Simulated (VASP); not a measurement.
# BiTe (I4/mmm) in VASP: a series of runs

The runs below take BiTe through single point, with PBEsol.

All numbers are computed with VASP 6.6.1; they aren't measurements. Logs are shortened: lines on timing, memory, paths and dates and some standing lists are left out, and cuts for length are marked.

**1. The cell of the first run**

Symmetry: I4/mmm, No. 139, tetragonal system. The conventional cell has a = 5.281 Å, b = 5.281 Å, c = 4.855 Å, α = 90.00°, β = 90.00°, γ = 90.00°. Bi (site symmetry 4/mmm) has 2 Te at 2.43 Å within 3.2 Å. Te (site symmetry 4/mmm) has 2 Bi at 2.43 Å within 3.2 Å.

**2. Single point, PBEsol**

INCAR reads:

```
PREC = Accurate ; ENCUT = 520
EDIFF = 1E-7 ; ISMEAR = 0
SIGMA = 0.15 ; LREAL = F
LASPH = T ; NELM = 100
ALGO = Normal ; ISIF = 2
LWAVE = F ; LCHARG = F
GGA = PS ; NBANDS = 18
```

KPOINTS reads:

```
Automatic mesh
0
Gamma
  14 14 14
```

POSCAR reads:

```
BiTe
1.0
    0.0000000000      3.7345347030      2.4274475570
    3.7345347030      0.0000000000      2.4274475570
    3.7345347030      3.7345347030      0.0000000000
Bi Te
1 1
Direct
    0.0000000000      0.0000000000      0.0000000000
    0.5000000000      0.5000000000      0.5000000000
```

Potentials or basis: VASP PAW PBE potentials, release 64 (Bi_d, Te).

The run is started by

```console
cat potpaw_PBE.64/Bi_d/POTCAR potpaw_PBE.64/Te/POTCAR > POTCAR
mpirun -np 1 vasp_std > vasp.out
```

OUTCAR:

```text
PREC = Accurate
   ENCUT = 520
   EDIFF = 1E-7
   ISMEAR = 0
   LREAL = F
   LASPH = T
   NELM = 100
   ISIF = 2
   GGA = PS

 ion  position               nearest neighbor table
   1  0.000  0.000  0.000-   2 2.43   2 2.43   2 3.73   2 3.73   2 3.73   2 3.73
   2  0.500  0.500  0.500-   1 2.43   1 2.43   1 3.73   1 3.73   1 3.73   1 3.73

  LATTYP: Found a body centered tetragonal cell.
 ALAT       =     5.2814296261
 C/A-ratio  =     0.9192388156

  Lattice vectors:

 A1 = (   0.0000000000,  -3.7345347030,  -2.4274475570)
 A2 = (   0.0000000000,   3.7345347030,  -2.4274475570)
 A3 = (   3.7345347030,   0.0000000000,   2.4274475570)

Analysis of symmetry for initial positions (statically):
=====================================================================
 Subroutine PRICEL returns:
 Original cell was already a primitive cell.

 Routine SETGRP: Setting up the symmetry group for a
 body centered tetragonal supercell.

 Subroutine GETGRP returns: Found 16 space group operations
 (whereof 16 operations were pure point group operations)
 out of a pool of 16 trial point group operations.

The static configuration has the point symmetry D_4h.

Analysis of symmetry for dynamics (positions and initial velocities):
=====================================================================
 Subroutine PRICEL returns:
 Original cell was already a primitive cell.

 Routine SETGRP: Setting up the symmetry group for a
 body centered tetragonal supercell.

 Subroutine GETGRP returns: Found 16 space group operations
 (whereof 16 operations were pure point group operations)
 out of a pool of 16 trial point group operations.

The dynamic configuration has the point symmetry D_4h.

 Subroutine INISYM returns: Found 16 space group operations
 (whereof 16 operations are pure point group operations),
 and found     1 'primitive' translations

----------------------------------------------------------------------------------------

                                     Primitive cell

  volume of cell :      67.7100

  direct lattice vectors                    reciprocal lattice vectors
     0.000000000  3.734534703  2.427447557    -0.133885488  0.133885488  0.205977673
     3.734534703  0.000000000  2.427447557     0.133885488 -0.133885488  0.205977673
     3.734534703  3.734534703  0.000000000     0.133885488  0.133885488 -0.205977673

  length of vectors
     4.454127422  4.454127422  5.281429626     0.279781074  0.279781074  0.279781074

  position of ions in fractional coordinates (direct lattice)
     0.000000000  0.000000000  0.000000000
     0.500000000  0.500000000  0.500000000

  ion indices of the primitive-cell ions
   primitive index   ion index
                 1           1
                 2           2

----------------------------------------------------------------------------------------

 KPOINTS: Automatic mesh

Automatic generation of k-mesh.
 Grid dimensions read from file:
 generate k-points for:   14   14   14

 Generating k-lattice:

  Cartesian coordinates                     Fractional coordinates (reciprocal lattice)
    -0.009563249  0.009563249  0.014712691     0.071428571  0.000000000  0.000000000
     0.009563249 -0.009563249  0.014712691     0.000000000  0.071428571  0.000000000
     0.009563249  0.009563249 -0.014712691     0.000000000  0.000000000  0.071428571

  Length of vectors
     0.019984362  0.019984362  0.019984362

  Shift w.r.t. Gamma in fractional coordinates (k-lattice)
     0.000000000  0.000000000  0.000000000

 Subroutine IBZKPT returns following result:
 ===========================================

 Found    244 irreducible k-points:

 Following reciprocal coordinates:
            Coordinates               Weight
  0.000000  0.000000  0.000000      1.000000
  0.071429 -0.000000  0.000000      8.000000
  0.142857 -0.000000  0.000000      8.000000
  0.214286 -0.000000  0.000000      8.000000
  0.285714 -0.000000  0.000000      8.000000
  0.357143 -0.000000  0.000000      8.000000
[... 16 lines left out ...]
  0.214286  0.142857  0.000000      8.000000
  0.285714  0.142857  0.000000      8.000000
 [... further k-points ...]
   k-points           NKPTS =    244   k-points in BZ     NKDIM =    244   number of bands    NBANDS=     18
   number of dos      NEDOS =    301   number of ions     NIONS =      2
   total plane-waves  NPLWV =  51840
   dimension x,y,z NGX =    36 NGY =   36 NGZ =   40
   dimension x,y,z NGXF=    72 NGYF=   72 NGZF=   80
   ions per type =               1   1
   NGX,Y,Z   is equivalent  to a cutoff of  13.44, 13.44, 12.59 a.u.
   NGXF,Y,Z  is equivalent  to a cutoff of  26.87, 26.87, 25.18 a.u.
 SYSTEM =  unknown system
   PREC   = accura    normal or accurate (medium, high low for compatibility)
   ISTART =      0    job   : 0-new  1-cont  2-samecut
   ICHARG =      2    charge: 1-file 2-atom 10-const
   ISPIN  =      1    spin polarized calculation?
   LNONCOLLINEAR =      F non collinear calculations
   LSORBIT =      F    spin-orbit coupling
   LASPH  =      T    aspherical Exc in radial PAW
   ENCUT  =  520.0 eV  38.22 Ry    6.18 a.u.   8.28  8.28  9.82*2*pi/ulx,y,z
   NELM   =    100;   NELMIN=  2; NELMDL= -5     # of ELM steps
   EDIFF  = 0.1E-06   stopping-criterion for ELM
   LREAL  =      F    real-space projection
   EDIFFG = 0.1E-05   stopping-criterion for IOM
   NSW    =      0    number of steps for IOM
   IBRION =     -1    ionic relax: 0-MD 1-quasi-New 2-CG
   NFREE  =      0    steps in history (QN), initial steepest desc. (CG)
   ISIF   =      2    stress and relaxation
   ISYM   =      2    0-nonsym 1-usesym 2-fastsym
   POTIM  = 0.5000    time-step for ionic-motion
   TEBEG  =    0.0;   TEEND  =   0.0 temperature during run
   PSTRESS=    0.0 pullay stress
   NELECT =      21.0000    total number of electrons
   NUPDOWN=      -1.0000    fix difference up-down
   EMIN   =  10.00;   EMAX   =-10.00  energy-range for DOS
   EFERMI =   0.00;   METHOD = LEGACY
   ISMEAR =     0;   SIGMA  =   0.15  broadening in eV -4-tet -1-fermi 0-gaus
   EFERMI_NEDOS =   21; number of points for ismear=-14 and -15
   IALGO  =     38    algorithm
   IMIX   =      4    mixing-type and parameters
     AMIX     =   0.40;   BMIX     =  1.00
     AMIX_MAG =   1.60;   BMIX_MAG =  1.00
  volume/ion in A,a.u.               =      33.86       228.46
  Fermi-wavevector in a.u.,A,eV,Ry     =   1.108146  2.094092 16.707785  1.227988
  Thomas-Fermi vector in A             =   2.244669
   LORBIT       =      0    0 simple, 1 ext, 2 COOP (PROOUT), +10 PAW based schemes
   GGA     = PS    functional components
   LHFCALC =     F    Hartree Fock is set to
   AEXX    =    0.0000 exact exchange contribution
   IVDW    =     0    specifies the selected vdW correction
   LEPSILON=     F    determine dielectric tensor
   LRPA    =     F    only Hartree local field effects (RPA)
 non-spin polarized calculation
 Gauss-broadening in eV      SIGMA  =   0.15
  energy-cutoff  :      520.00
  volume of cell :       67.71
 maximum number of plane-waves:      1849
 NGX is ok and might be reduce to    36

 number of electron      21.0000000 magnetization

 Free energy of the ion-electron system (eV)
  ---------------------------------------------------
  ext. energy  EPLUGINS =         0.00000000
  ---------------------------------------------------
  free energy    TOTEN  =        -4.39351499 eV

  energy without entropy =       -4.37887621  energy(sigma->0) =       -4.38619560

 E-fermi :   6.3276     XC(G=0):  -9.3450

 val. band max:        6.3220669800   @ k =  -0.4286   0.0000   0.1429
 cond. band min:       6.3421737701   @ k =   0.5000   0.1429   0.0000
 fundamental gap:      0.0201067901
 Fermi energy:         6.3276459118

 k-point     1 :       0.0000    0.0000    0.0000
  band No.  band energies     occupation
      1     -17.3178      2.00000
      2     -16.8817      2.00000
      3     -16.8817      2.00000
      4     -16.6658      2.00000
      5     -16.6550      2.00000
      6      -8.4239      2.00000
[... 10 lines left out ...]
     17      13.9048      0.00000
     18      14.0032      0.00000

 k-point     2 :       0.0714   -0.0000    0.0000
  band No.  band energies     occupation
      1     -17.3181      2.00000
      2     -16.8822      2.00000
      3     -16.8822      2.00000
      4     -16.6654      2.00000
      5     -16.6551      2.00000
      6      -8.3803      2.00000
[... 10 lines left out ...]
     17      13.2392      0.00000
     18      14.9092      0.00000

 k-point     3 :       0.1429   -0.0000    0.0000
  band No.  band energies     occupation
      1     -17.3190      2.00000
      2     -16.8837      2.00000
      3     -16.8836      2.00000
      4     -16.6644      2.00000
      5     -16.6555      2.00000
      6      -8.2496      2.00000
[... 10 lines left out ...]
     17      12.8118      0.00000
     18      16.0611      0.00000

 k-point     4 :       0.2143   -0.0000    0.0000
  band No.  band energies     occupation
      1     -17.3204      2.00000
      2     -16.8858      2.00000
      3     -16.8857      2.00000
      4     -16.6629      2.00000
      5     -16.6561      2.00000
      6      -8.0314      2.00000
[... 10 lines left out ...]
     17      13.1604      0.00000
     18      15.1584      0.00000

 k-point     5 :       0.2857   -0.0000    0.0000
  band No.  band energies     occupation
      1     -17.3219      2.00000
      2     -16.8881      2.00000
      3     -16.8881      2.00000
      4     -16.6613      2.00000
      5     -16.6568      2.00000
      6      -7.7259      2.00000
[... 10 lines left out ...]
     17      14.0296      0.00000
     18      14.2637      0.00000

 k-point     6 :       0.3571   -0.0000    0.0000
  band No.  band energies     occupation
      1     -17.3232      2.00000
      2     -16.8903      2.00000
      3     -16.8902      2.00000
      4     -16.6597      2.00000
      5     -16.6574      2.00000
      6      -7.3346      2.00000
[... 10 lines left out ...]
     17      14.7925      0.00000
     18      15.2991      0.00000

 k-point     7 :       0.4286   -0.0000    0.0000
  band No.  band energies     occupation
      1     -17.3242      2.00000
      2     -16.8917      2.00000
      3     -16.8917      2.00000
      4     -16.6586      2.00000
      5     -16.6578      2.00000
      6      -6.8647      2.00000
[... 10 lines left out ...]
     17      14.9819      0.00000
     18      16.1707      0.00000

 k-point     8 :       0.5000   -0.0000    0.0000
  band No.  band energies     occupation
      1     -17.3246      2.00000
      2     -16.8923      2.00000
      3     -16.8923      2.00000
      4     -16.6582      2.00000
      5     -16.6579      2.00000
      6      -6.4564      2.00000
[... 10 lines left out ...]
     17      15.7038      0.00000
     18      15.9571      0.00000
[... 229 lines left out ...]
     17      13.6821      0.00000
     18      15.1662      0.00000

 k-point    20 :      -0.1429    0.0714    0.0000
  band No.  band energies     occupation
      1     -17.3201      2.00000
      2     -16.8811      2.00000
      3     -16.8810      2.00000
      4     -16.6641      2.00000
      5     -16.6555      2.00000
      6      -8.2756      2.00000
[... 10 lines left out ...]
     17      13.8851      0.00000
     18      15.5083      0.00000

 k-point    21 :      -0.0714    0.0714    0.0000
  band No.  band energies     occupation
      1     -17.3188      2.00000
      2     -16.8811      2.00000
      3     -16.8811      2.00000
      4     -16.6651      2.00000
      5     -16.6552      2.00000
      6      -8.3706      2.00000
[... 10 lines left out ...]
     17      14.1840      0.00000
     18      14.4137      0.00000

 k-point    22 :       0.1429    0.1429    0.0000
  band No.  band energies     occupation
      1     -17.3194      2.00000
      2     -16.8894      2.00000
      3     -16.8894      2.00000
      4     -16.6629      2.00000
      5     -16.6564      2.00000
      6      -7.9294      2.00000
[... 10 lines left out ...]
     17      13.8784      0.00000
     18      13.8784      0.00000

 k-point    23 :       0.2143    0.1429    0.0000
  band No.  band energies     occupation
      1     -17.3208      2.00000
      2     -16.8915      2.00000
      3     -16.8915      2.00000
      4     -16.6614      2.00000
      5     -16.6571      2.00000
      6      -7.6277      2.00000
[... 10 lines left out ...]
     17      14.9000      0.00000
     18      14.9222      0.00000

 k-point    24 :       0.2857    0.1429    0.0000
  band No.  band energies     occupation
      1     -17.3227      2.00000
      2     -16.8924      2.00000
      3     -16.8924      2.00000
      4     -16.6597      2.00000
      5     -16.6578      2.00000
      6      -7.2286      2.00000
[... 10 lines left out ...]
     17      15.9621      0.00000
     18      16.0460      0.00000

 [... further k-points ...]

------------------------ aborting loop because EDIFF is reached ----------------------------------------

  FORCE on cell =-STRESS in cart. coord.  units (eV):
  Direction    XX          YY          ZZ          XY          YZ          ZX
  --------------------------------------------------------------------------------------
  -------------------------------------------------------------------------------------
  Total       -0.0822054     -0.0822054     31.1670863      0.0000000      0.0000000     -0.0000000
  in kB       -1.9451729     -1.9451729    737.4862631      0.0000000      0.0000000     -0.0000000
  external PRESSURE =     244.5319725 kB  Pullay stress =       0.0000000 kB

 VOLUME and BASIS-vectors are now :
 -----------------------------------------------------------------------------
  energy-cutoff  :      520.00
  volume of cell :       67.71
      direct lattice vectors                 reciprocal lattice vectors
     0.000000000  3.734534703  2.427447557    -0.133885488  0.133885488  0.205977673
     3.734534703  0.000000000  2.427447557     0.133885488 -0.133885488  0.205977673
     3.734534703  3.734534703  0.000000000     0.133885488  0.133885488 -0.205977673

 POSITION                                       TOTAL-FORCE (eV/Angst)
 -----------------------------------------------------------------------------------
      0.00000      0.00000      0.00000        -0.000000      0.000000      0.000000
      3.73453      3.73453      2.42745         0.000000     -0.000000     -0.000000
 -----------------------------------------------------------------------------------
    total drift:                                0.000000      0.000000      0.000000

  FREE ENERGIE OF THE ION-ELECTRON SYSTEM (eV)
  ---------------------------------------------------
  free  energy   TOTEN  =        -4.3935149871 eV

  energy  without entropy=       -4.3788762141  energy(sigma->0) =       -4.38619560
```

Run time: 1.9 min. Hardware: 1 thread of Intel Xeon 6975P-C (Granite Rapids), shared host; peak memory 0.44 GiB.

Results:

```
Free energy            : -4.3935 eV
Pressure               : 24.5 GPa
Band gap on the k mesh : zero (an odd number of electrons rules out a gap without spin polarisation)
```

Stress tensor (GPa, compression positive):
```
-0.19  0.00  0.00
 0.00 -0.19  0.00
 0.00  0.00 73.75
```

Levels at points of the mesh, in eV from the Fermi level:
```
           k point  band 7  band 8  band 9  band 10  band 11  band 12  band 13  band 14
(0.00, 0.00, 0.00)   -6.35   -6.30   -2.15    -2.15     0.80     0.80     2.87     4.39
(0.50, 0.00, 0.00)  -12.40   -2.61   -2.42    -1.64    -1.28     2.49     3.27     6.37
(0.50, 0.50, 0.00)   -7.86   -7.15   -5.00    -5.00     1.79     3.71     3.71     7.18
(0.50, 0.00, 0.50)   -7.10   -6.70   -5.79    -1.82     0.27     3.70     4.18     5.05
```

Caveat: the cell stands under pressure; the PAW data sets were made with another functional, which shifts forces and pressure a little; spin-orbit coupling is left out, which moves the levels of the heavy elements.

**3. Single point, PBEsol**

This run uses another cell than the first one, of the same volume but with other edges.

INCAR reads:

```
SYSTEM = BiTe
ALGO = Normal ; EDIFF = 1E-7
ENCUT = 520 ; GGA = PS
ISIF = 2 ; ISMEAR = 0
LASPH = .True. ; LCHARG = .False.
LREAL = .False. ; LWAVE = .False.
NBANDS = 18 ; NELM = 80
PREC = Accurate ; SIGMA = 0.15
```

KPOINTS reads:

```
k-points
0
Gamma
  14 14 14
  0 0 0
```

POSCAR reads:

```
BiTe
1.0
    0.0000000000      2.8260328034      4.2390492051
    2.8260328034      0.0000000000      4.2390492051
    2.8260328034      2.8260328034      0.0000000000
Bi Te
1 1
Direct
    0.0000000000      0.0000000000      0.0000000000
    0.5000000000      0.5000000000      0.5000000000
```

Potentials or basis: VASP PAW PBE potentials, release 64 (Bi_d, Te).

The run is started by

```console
cat potpaw_PBE.64/Bi_d/POTCAR potpaw_PBE.64/Te/POTCAR > POTCAR
mpirun -np 1 vasp_std > vasp.out
```

It took 1.9 min on 1 thread of Intel Xeon 6975P-C (Granite Rapids), shared host; peak memory 0.44 GiB.

Results (log left out):

```yaml
Free_energy: -6.8064 eV
Pressure: 12.7 GPa
Band_gap_on_the_k_mesh: zero (an odd number of electrons rules out a gap without spin polarisation)
```

Stress tensor (GPa, compression positive):
```
20.21  0.00  0.00
 0.00 20.21  0.00
 0.00  0.00 -2.40
```

Levels at points of the mesh, in eV from the Fermi level:
```
           k point  band 6  band 7  band 8  band 9  band 10  band 11  band 12  band 13  band 14  band 15
(0.00, 0.00, 0.00)  -14.59   -6.92   -3.91   -3.91    -2.98     1.48     2.38     3.31     5.26     5.26
(0.50, 0.00, 0.00)  -12.30  -11.99   -2.37   -1.48    -1.34    -0.23    -0.14     0.41     6.63     7.06
(0.50, 0.50, 0.00)  -14.36   -7.18   -5.15   -4.11    -4.11     2.75     3.15     5.44     5.44     9.58
(0.50, 0.00, 0.50)  -11.09  -10.73   -6.80   -6.56    -2.14     0.45     2.68     6.20     6.59     6.64
```

Caveat: the cell stands under pressure; the PAW data sets were made with another functional, which shifts forces and pressure a little; spin-orbit coupling is left out, which moves the levels of the heavy elements.
